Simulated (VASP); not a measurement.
# ZrH (P4_2/mmc) in VASP: notebook

ZrH is run at these levels: PBEsol; tasks: single point.

All numbers are computed with VASP 6.6.1; they aren't measurements. Logs are shortened: lines on timing, memory, paths and dates and some standing lists are left out, and cuts for length are marked.

## 1. The cell of the first run

Symmetry: P4_2/mmc, No. 131, tetragonal system. The conventional cell has a = 3.243 Å, b = 3.243 Å, c = 4.948 Å, α = 90.00°, β = 90.00°, γ = 90.00°. Zr (site symmetry mmm) has 4 H at 2.04 Å within 2.7 Å. H (site symmetry -4m2) has 4 Zr at 2.04 Å and 2 H at 2.47 Å within 2.7 Å.

## 2. Single point, PBEsol

Contents of INCAR:

```
SYSTEM = ZrH
ALGO = Normal
EDIFF = 1E-6
ENCUT = 500
GGA = PS
GGA_COMPAT = .False.
ISIF = 2
ISMEAR = 1
LASPH = .True.
LCHARG = .False.
LREAL = .False.
LWAVE = .False.
NBANDS = 21
NELM = 120
PREC = Accurate
SIGMA = 0.1
```

Contents of KPOINTS:

```
k-points
0
Gamma
  2 2 2
  0 0 0
```

Contents of POSCAR:

```
ZrH
1.0
    3.2427920000      0.0000000000      0.0000000000
    0.0000000000      3.2427920000      0.0000000000
    0.0000000000      0.0000000000      4.9480000000
Zr H
2 2
Direct
    0.0000000000      0.5000000000      0.0000000000
    0.5000000000      0.0000000000      0.5000000000
    0.0000000000      0.0000000000      0.7500000000
    0.0000000000      0.0000000000      0.2500000000
```

Potentials or basis: VASP PAW PBE potentials, release 64 (Zr_sv, H).

Launch:

```sh
$ cat potpaw_PBE.64/Zr_sv/POTCAR potpaw_PBE.64/H/POTCAR > POTCAR
$ mpirun -np 1 vasp_std > vasp.out
```

OUTCAR:

```text
SYSTEM = ZrH
   EDIFF = 1E-6
   ENCUT = 500
   GGA = PS
   ISIF = 2
   ISMEAR = 1
   LASPH = .True.
   LREAL = .False.
   NELM = 120
   PREC = Accurate

 ion  position               nearest neighbor table
   1  0.000  0.500  0.000-   3 2.04   4 2.04   3 2.04   4 2.04   2 3.37   2 3.37   2 3.37   2 3.37
                             2 3.37   2 3.37   2 3.37   2 3.37
   2  0.500  0.000  0.500-   3 2.04   4 2.04   3 2.04   4 2.04   1 3.37   1 3.37   1 3.37   1 3.37
                             1 3.37   1 3.37   1 3.37   1 3.37
   3  0.000  0.000  0.750-   1 2.04   2 2.04   1 2.04   2 2.04
   4  0.000  0.000  0.250-   1 2.04   2 2.04   1 2.04   2 2.04

  LATTYP: Found a simple tetragonal cell.
 ALAT       =     3.2427920000
 C/A-ratio  =     1.5258456293

  Lattice vectors:

 A1 = (   3.2427920000,   0.0000000000,   0.0000000000)
 A2 = (   0.0000000000,   3.2427920000,   0.0000000000)
 A3 = (   0.0000000000,   0.0000000000,   4.9480000000)

Analysis of symmetry for initial positions (statically):
=====================================================================
 Subroutine PRICEL returns:
 Original cell was already a primitive cell.

 Routine SETGRP: Setting up the symmetry group for a
 simple tetragonal supercell.

 Subroutine GETGRP returns: Found 16 space group operations
 (whereof  8 operations were pure point group operations)
 out of a pool of 16 trial point group operations.

The static configuration has the point symmetry D_2h.
 The point group associated with its full space group is D_4h.

Analysis of symmetry for dynamics (positions and initial velocities):
=====================================================================
 Subroutine PRICEL returns:
 Original cell was already a primitive cell.

 Routine SETGRP: Setting up the symmetry group for a
 simple tetragonal supercell.

 Subroutine GETGRP returns: Found 16 space group operations
 (whereof  8 operations were pure point group operations)
 out of a pool of 16 trial point group operations.

The dynamic configuration has the point symmetry D_2h.
 The point group associated with its full space group is D_4h.

 Subroutine INISYM returns: Found 16 space group operations
 (whereof  8 operations are pure point group operations),
 and found     1 'primitive' translations

----------------------------------------------------------------------------------------

                                     Primitive cell

  volume of cell :      52.0317

  direct lattice vectors                    reciprocal lattice vectors
     3.242792000  0.000000000  0.000000000     0.308376239  0.000000000  0.000000000
     0.000000000  3.242792000  0.000000000     0.000000000  0.308376239  0.000000000
     0.000000000  0.000000000  4.948000000     0.000000000  0.000000000  0.202101859

  length of vectors
     3.242792000  3.242792000  4.948000000     0.308376239  0.308376239  0.202101859

  position of ions in fractional coordinates (direct lattice)
     0.000000000  0.500000000  0.000000000
     0.500000000  0.000000000  0.500000000
     0.000000000  0.000000000  0.750000000
     0.000000000  0.000000000  0.250000000

  ion indices of the primitive-cell ions
   primitive index   ion index
                 1           1
                 2           2
                 3           3
                 4           4

----------------------------------------------------------------------------------------

 KPOINTS: k-points

Automatic generation of k-mesh.
 Grid dimensions read from file:
 generate k-points for:    2    2    2

 Generating k-lattice:

  Cartesian coordinates                     Fractional coordinates (reciprocal lattice)
     0.154188119  0.000000000  0.000000000     0.500000000  0.000000000  0.000000000
     0.000000000  0.154188119  0.000000000     0.000000000  0.500000000  0.000000000
     0.000000000  0.000000000  0.101050930     0.000000000  0.000000000  0.500000000

  Length of vectors
     0.154188119  0.154188119  0.101050930

  Shift w.r.t. Gamma in fractional coordinates (k-lattice)
     0.000000000  0.000000000  0.000000000

 Subroutine IBZKPT returns following result:
 ===========================================

 Found      6 irreducible k-points:

 Following reciprocal coordinates:
            Coordinates               Weight
  0.000000  0.000000  0.000000      1.000000
  0.500000  0.000000  0.000000      2.000000
  0.500000  0.500000  0.000000      1.000000
  0.000000  0.000000  0.500000      1.000000
  0.500000  0.000000  0.500000      2.000000
  0.500000  0.500000  0.500000      1.000000
   k-points           NKPTS =      6   k-points in BZ     NKDIM =      6   number of bands    NBANDS=     21
   number of dos      NEDOS =    301   number of ions     NIONS =      4
   total plane-waves  NPLWV =  20736
   dimension x,y,z NGX =    24 NGY =   24 NGZ =   36
   dimension x,y,z NGXF=    48 NGYF=   48 NGZF=   72
   ions per type =               2   2
   NGX,Y,Z   is equivalent  to a cutoff of  12.30, 12.30, 12.10 a.u.
   NGXF,Y,Z  is equivalent  to a cutoff of  24.61, 24.61, 24.19 a.u.
 SYSTEM =  ZrH
   PREC   = accura    normal or accurate (medium, high low for compatibility)
   ISTART =      0    job   : 0-new  1-cont  2-samecut
   ICHARG =      2    charge: 1-file 2-atom 10-const
   ISPIN  =      1    spin polarized calculation?
   LNONCOLLINEAR =      F non collinear calculations
   LSORBIT =      F    spin-orbit coupling
   LASPH  =      T    aspherical Exc in radial PAW
   ENCUT  =  500.0 eV  36.75 Ry    6.06 a.u.   5.91  5.91  9.02*2*pi/ulx,y,z
   NELM   =    120;   NELMIN=  2; NELMDL= -5     # of ELM steps
   EDIFF  = 0.1E-05   stopping-criterion for ELM
   LREAL  =      F    real-space projection
   EDIFFG = 0.1E-04   stopping-criterion for IOM
   NSW    =      0    number of steps for IOM
   IBRION =     -1    ionic relax: 0-MD 1-quasi-New 2-CG
   NFREE  =      0    steps in history (QN), initial steepest desc. (CG)
   ISIF   =      2    stress and relaxation
   ISYM   =      2    0-nonsym 1-usesym 2-fastsym
   POTIM  = 0.5000    time-step for ionic-motion
   TEBEG  =    0.0;   TEEND  =   0.0 temperature during run
   PSTRESS=    0.0 pullay stress
   NELECT =      26.0000    total number of electrons
   NUPDOWN=      -1.0000    fix difference up-down
   EMIN   =  10.00;   EMAX   =-10.00  energy-range for DOS
   EFERMI =   0.00;   METHOD = LEGACY
   ISMEAR =     1;   SIGMA  =   0.10  broadening in eV -4-tet -1-fermi 0-gaus
   EFERMI_NEDOS =   21; number of points for ismear=-14 and -15
   IALGO  =     38    algorithm
   IMIX   =      4    mixing-type and parameters
     AMIX     =   0.40;   BMIX     =  1.00
     AMIX_MAG =   1.60;   BMIX_MAG =  1.00
  volume/ion in A,a.u.               =      13.01        87.78
  Fermi-wavevector in a.u.,A,eV,Ry     =   1.299102  2.454947 22.962097  1.687667
  Thomas-Fermi vector in A             =   2.430388
   LORBIT       =      0    0 simple, 1 ext, 2 COOP (PROOUT), +10 PAW based schemes
   GGA     = PS    functional components
   LHFCALC =     F    Hartree Fock is set to
   AEXX    =    0.0000 exact exchange contribution
   IVDW    =     0    specifies the selected vdW correction
   LEPSILON=     F    determine dielectric tensor
   LRPA    =     F    only Hartree local field effects (RPA)
 non-spin polarized calculation
 Methfessel and Paxton  Order N= 1 SIGMA  =   0.10
  energy-cutoff  :      500.00
  volume of cell :       52.03
 maximum number of plane-waves:      1336
 NGX is ok and might be reduce to    24
   NGX = 11   NGY = 11   NGZ = 19

 number of electron      25.9999995 magnetization

 Free energy of the ion-electron system (eV)
  ---------------------------------------------------
  ext. energy  EPLUGINS =         0.00000000
  ---------------------------------------------------
  free energy    TOTEN  =       -26.83931540 eV

  energy without entropy =      -26.83490579  energy(sigma->0) =      -26.83784553

 E-fermi :   8.2016     XC(G=0): -11.1359

 val. band max:        8.0592882375   @ k =   0.5000   0.0000   0.5000
 cond. band min:       8.2096391565   @ k =   0.0000   0.0000   0.5000
 fundamental gap:      0.1503509190
 Fermi energy:         8.2015741713

 k-point     1 :       0.0000    0.0000    0.0000
  band No.  band energies     occupation
      1     -40.5597      2.00000
      2     -40.4508      2.00000
      3     -18.9620      2.00000
      4     -18.4705      2.00000
      5     -18.4705      2.00000
      6     -18.2502      2.00000
[... 13 lines left out ...]
     20      12.9599      0.00000
     21      14.3438      0.00000

 k-point     2 :       0.5000    0.0000    0.0000
  band No.  band energies     occupation
      1     -40.4648      2.00000
      2     -40.4590      2.00000
      3     -18.9641      2.00000
      4     -18.7735      2.00000
      5     -18.5638      2.00000
      6     -18.5248      2.00000
[... 13 lines left out ...]
     20      13.8027      0.00000
     21      15.8061      0.00000

 k-point     3 :       0.5000    0.5000    0.0000
  band No.  band energies     occupation
      1     -40.4193      2.00000
      2     -40.4193      2.00000
      3     -19.1229      2.00000
      4     -18.8680      2.00000
      5     -18.6724      2.00000
      6     -18.5479      2.00000
[... 13 lines left out ...]
     20      13.3674      0.00000
     21      15.6715      0.00000

 k-point     4 :       0.0000    0.0000    0.5000
  band No.  band energies     occupation
      1     -40.5055      2.00000
      2     -40.5055      2.00000
      3     -18.6209      2.00000
      4     -18.6209      2.00000
      5     -18.4070      2.00000
      6     -18.4070      2.00000
[... 13 lines left out ...]
     20      12.1003      0.00000
     21      15.9802      0.00000

 k-point     5 :       0.5000    0.0000    0.5000
  band No.  band energies     occupation
      1     -40.4646      2.00000
      2     -40.4589      2.00000
      3     -19.1184      2.00000
      4     -18.9252      2.00000
      5     -18.3965      2.00000
      6     -18.3662      2.00000
[... 13 lines left out ...]
     20      12.8409      0.00000
     21      13.4994      0.00000

 k-point     6 :       0.5000    0.5000    0.5000
  band No.  band energies     occupation
      1     -40.4192      2.00000
      2     -40.4192      2.00000
      3     -18.9032      2.00000
      4     -18.9032      2.00000
      5     -18.7106      2.00000
      6     -18.7106      2.00000
[... 13 lines left out ...]
     20      14.0568      0.00000
     21      16.0554      0.00000

------------------------ aborting loop because EDIFF is reached ----------------------------------------

  FORCE on cell =-STRESS in cart. coord.  units (eV):
  Direction    XX          YY          ZZ          XY          YZ          ZX
  --------------------------------------------------------------------------------------
  -------------------------------------------------------------------------------------
  Total       -4.4175732     -4.4175732      4.9495797      0.0000000      0.0000000      0.0000000
  in kB     -136.0274195   -136.0274195    152.4091449      0.0000000      0.0000000      0.0000000
  external PRESSURE =     -39.8818980 kB  Pullay stress =       0.0000000 kB

 VOLUME and BASIS-vectors are now :
 -----------------------------------------------------------------------------
  energy-cutoff  :      500.00
  volume of cell :       52.03
      direct lattice vectors                 reciprocal lattice vectors
     3.242792000  0.000000000  0.000000000     0.308376239  0.000000000  0.000000000
     0.000000000  3.242792000  0.000000000     0.000000000  0.308376239  0.000000000
     0.000000000  0.000000000  4.948000000     0.000000000  0.000000000  0.202101859

 POSITION                                       TOTAL-FORCE (eV/Angst)
 -----------------------------------------------------------------------------------
      0.00000      1.62140      0.00000         0.000000      0.000000     -0.000000
      1.62140      0.00000      2.47400         0.000000      0.000000     -0.000000
      0.00000      0.00000      3.71100         0.000000      0.000000     -0.000000
      0.00000      0.00000      1.23700         0.000000      0.000000      0.000000
 -----------------------------------------------------------------------------------
    total drift:                                0.000000      0.000000     -0.000000

  FREE ENERGIE OF THE ION-ELECTRON SYSTEM (eV)
  ---------------------------------------------------
  free  energy   TOTEN  =       -26.8393153978 eV

  energy  without entropy=      -26.8349057899  energy(sigma->0) =      -26.83784553
```

Wall time 3.8 s (1 thread of Intel Xeon 6975P-C (Granite Rapids), shared host); peak memory 0.15 GiB.

What came out:

| Item | Value |
| --- | --- |
| Free energy | -26.8393 eV |
| Pressure | -4.0 GPa |
| Band gap on the k mesh | zero (bands 13 and 14 overlap by 0.60 eV) |

Caveat: the k points lie up to 0.97 Å⁻¹ apart, too coarse for converged energies and pressures of a metal; the PAW data sets were made with another functional, which shifts forces and pressure a little.

## 3. Single point, PBEsol

Contents of INCAR:

```
PREC = Accurate
ENCUT = 500
EDIFF = 1E-6
ISMEAR = 1
SIGMA = 0.1
LREAL = F
LASPH = T
NELM = 120
ALGO = Normal
ISIF = 2
LWAVE = F
LCHARG = F
GGA = PS
NBANDS = 21
GGA_COMPAT = F
```

Contents of KPOINTS:

```
Automatic mesh
0
Gamma
  3 3 2
```

POSCAR is that of step 2.

Potentials or basis: VASP PAW PBE potentials, release 64 (Zr_sv, H).

Launch:

```sh
$ cat potpaw_PBE.64/Zr_sv/POTCAR potpaw_PBE.64/H/POTCAR > POTCAR
$ mpirun -np 1 vasp_std > vasp.out
```

It took 3.9 s on 1 thread of Intel Xeon 6975P-C (Granite Rapids), shared host; peak memory 0.15 GiB.

Results (log left out):

* Free energy: -26.6302 eV
* Pressure: -2.9 GPa
* Band gap on the k mesh: zero (bands 13 and 14 overlap by 0.73 eV)

Stress tensor (GPa, compression positive):
```
-5.25  0.00  0.00
 0.00 -5.25  0.00
 0.00  0.00  1.75
```

Levels at points of the mesh, in eV from the Fermi level:
```csv
k point,band 10,band 11,band 12,band 13,band 14,band 15
"(0.00, 0.00, 0.00)",-3.47,-3.06,-2.90,0.01,0.65,0.65
"(0.00, 0.00, 0.50)",-6.73,-1.75,-1.75,0.01,0.01,1.74
```

Caveat: the k points lie up to 0.65 Å⁻¹ apart, too coarse for converged energies and pressures of a metal; the PAW data sets were made with another functional, which shifts forces and pressure a little.
